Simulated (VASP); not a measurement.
Mg16C: single point with LDA

System: Mg16C, a slab with vacuum.

```
Mg C
1.0
     6.29323    0.00000    0.00000
    -3.14661    5.45009    0.00000
     0.00000    0.00000   23.06060
Mg C
16 1
Direct
  0.33333 0.16667 0.17346
  0.33333 0.66667 0.17346
  0.83333 0.16667 0.17346
  0.83333 0.66667 0.17346
  0.16667 0.33333 0.28271
  0.16667 0.83333 0.28271
  0.66667 0.33333 0.28271
  0.66667 0.83333 0.28271
  0.33333 0.16667 0.39022
  0.33333 0.66667 0.39022
  0.83333 0.16667 0.39022
  0.83333 0.66667 0.39022
  0.16667 0.33333 0.50131
  0.16667 0.83333 0.50131
  0.66667 0.33333 0.50131
  0.66667 0.83333 0.50131
  0.16667 0.41667 0.58450
```

| Property | Result |
| --- | --- |
| Program | VASP 6.6.1 |
| Task | single point |
| Functional | LDA |
| Potentials or basis | VASP PAW LDA potentials, release 64 (Mg, C) |
| Cutoff | 520 eV |
| k mesh | 6 × 6 × 1 |
| Occupations | gaussian, width 0.1 eV |
| Spin | no spin polarisation |
| Dipole correction | yes |
| Further INCAR settings | LREAL = Auto; ALGO = Normal; EDIFF = 1e-06; NBANDS = 32 |

The largest force is 1.253 eV/Å. The band gap on the k mesh is zero (bands 18 and 19 overlap by 0.38 eV).

Forces on the atoms (eV/Å):
```
Mg   0.017 -0.016 -0.053
Mg   0.006  0.028 -0.057
Mg  -0.019 -0.024 -0.049
Mg  -0.005  0.003 -0.073
Mg   0.006 -0.021 -0.065
Mg   0.005  0.028 -0.016
Mg  -0.008 -0.030 -0.018
Mg  -0.003  0.018 -0.015
Mg   0.034 -0.019  0.094
Mg   0.001  0.018  0.015
Mg  -0.027 -0.019  0.045
Mg  -0.008  0.008  0.179
Mg   0.215 -0.363 -1.180
Mg   0.163 -0.340  0.463
Mg   0.180  0.103  0.350
Mg  -0.133 -0.140  0.353
C   -0.425  0.764  0.028
```

Levels at points of the mesh, in eV from the Fermi level:
```
           k point  band 15  band 16  band 17  band 18  band 19  band 20  band 21  band 22
(0.00, 0.00, 0.00)    -1.10    -1.08    -1.07    -0.69    -0.33    -0.21    -0.09     0.33
(0.50, 0.00, 0.00)    -0.98    -0.19    -0.04     0.05     0.57     0.99     1.06     1.36
(0.00, 0.50, 0.00)    -0.98    -0.21    -0.02     0.04     0.57     0.96     1.14     1.28
(0.50, 0.50, 0.00)    -0.97    -0.21    -0.02     0.04     0.57     0.98     1.12     1.29
```

Run time: 14 min on 1 thread of AMD EPYC 9R45 96-Core Processor (Zen 5), with other jobs on the host, peak memory 0.69 GiB.
